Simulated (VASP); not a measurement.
Runs of VASP 6.6.1 on Al. The structure is that of space group Cmcm (No. 63), or close to it. The cells are those of the table. 

| cell | further INCAR settings | gap on the mesh (eV) | pressure (GPa) | largest force (eV/Å) |
| --- | --- | --- | --- | --- |
| a = 2.727, b = 2.727, c = 4.392 Å, angles 90.0, 90.0, 107.3°, 2 atoms | ALGO = Fast; EDIFF = 1e-07; NBANDS = 10 | none | 6.7 | 0.07 |
| a = 2.727, b = 2.727, c = 4.392 Å, angles 90.0, 90.0, 107.3°, 2 atoms | ALGO = Fast; EDIFF = 1e-06; NBANDS = 10 | none | 7.4 | (a) |
| a = 2.877, b = 2.877, c = 4.758 Å, angles 90.0, 90.0, 111.6°, 2 atoms | ALGO = Fast; EDIFF = 1e-07; NBANDS = 10 | none | (c) | 0.14 |
| a = 2.752, b = 2.752, c = 4.453 Å, angles 90.0, 90.0, 108.0°, 2 atoms | ALGO = Fast; EDIFF = 1e-06; NBANDS = 10 | none | (b) | 0.02 |

Alike in all rows: task single point; level PBE; potentials or basis VASP PAW PBE potentials, release 64 (Al); no spin polarisation; k mesh 20 × 20 × 12; cutoff (eV) 520; smearing gaussian 0.15 eV.

Problem. Fill in the values left out.

Solution. (a) 0.03; (b) 4.6; (c) -4.8.

A gap of «none» marks levels without a gap at the run's occupations.
